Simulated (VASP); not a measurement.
Here is a VASP 6.6.1 calculation.

Contents of INCAR:

```
PREC = Accurate
ENCUT = 600
EDIFF = 1E-6
ISMEAR = 0
SIGMA = 0.1
LREAL = False
LASPH = True
NELM = 150
ALGO = Normal
ISIF = 3
LWAVE = False
LCHARG = False
ISPIN = 2
MAGMOM = 2.74 0.38
LORBIT = 11
LMAXMIX = 4
GGA = PS
IBRION = 2
NSW = 80
EDIFFG = -0.01
```

Contents of KPOINTS:

```
Automatic mesh
0
Gamma
  4 4 4
```

The input POSCAR:

```
CoO
1.0
   -1.5080001529      1.5080001529      2.1072499549
    1.5080001529     -1.5080001529      2.1072499549
    1.5080001529      1.5080001529     -2.1072499549
Co O
1 1
Direct
    0.0000000000      0.0000000000      0.0000000000
    0.5000000000      0.5000000000      0.0000000000
```

Potentials or basis: VASP PAW PBE potentials, release 64 (Co, O).

Run with:

```bash
$ cat potpaw_PBE.64/Co/POTCAR potpaw_PBE.64/O/POTCAR > POTCAR
$ mpirun -np 1 vasp_std > vasp.out
```

(1) Estimate the relaxed cell.

(2) Estimate the space group after relaxing (to 0.1 Å).

Results:

(1) a = 2.920 Å, b = 2.920 Å, c = 2.920 Å, α = 120.00°, β = 120.00°, γ = 90.00°.

(2) Fm-3m (No. 225).

Caveat: the k points lie up to 0.66 Å⁻¹ apart in the final cell; a cell with one magnetic atom can't hold antiferromagnetic order, which such compounds often take.
